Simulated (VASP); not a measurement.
Si2Sn3, 5 atoms in the cell. It takes space group P6/mmm (No. 191, hexagonal). Conventional cell: a = 3.135 Å, b = 3.135 Å, c = 14.164 Å, α = 90.00°, β = 90.00°, γ = 120.00°. Within 3.0 Å of Si (site symmetry 6mm) lie 1 Si at 2.28 Å and 1 Sn at 2.73 Å. Within 3.6 Å of Sn (site symmetry 6mm) lie 1 Si at 2.73 Å and 7 Sn at 3.13 to 3.22 Å. Sn (site symmetry 6/mmm) has 8 Sn at 3.13 to 3.22 Å within 4.1 Å. 

| Quantity | Value |
| --- | --- |
| Program | VASP 6.6.1 |
| Task | single point |
| Functional | PBE |
| Potentials or basis | VASP PAW PBE potentials, release 64 (Si, Sn_d) |
| Cutoff | 520 eV |
| k mesh | 6 × 6 × 2 |
| Occupations | gaussian, width 0.1 eV |
| Spin | no spin polarisation |
| Dipole correction | no |
| Further INCAR settings | ALGO = Normal; EDIFF = 1e-07; NBANDS = 33 |

Potentials or basis: VASP PAW PBE potentials, release 64 (Si, Sn_d).

Run with:

```console
$ cat potpaw_PBE.64/Si/POTCAR potpaw_PBE.64/Sn_d/POTCAR > POTCAR
$ mpirun -np 1 vasp_std > vasp.out
```

Hardware: 1 thread of AMD EPYC 7R13 Processor (Zen 3), with other jobs on the host.

How long does it take, and how much memory?

It took 56 s on 1 thread of AMD EPYC 7R13 Processor (Zen 3), on a shared host, peak memory 0.22 GiB. Counts: scf iterations 17, k points 14.
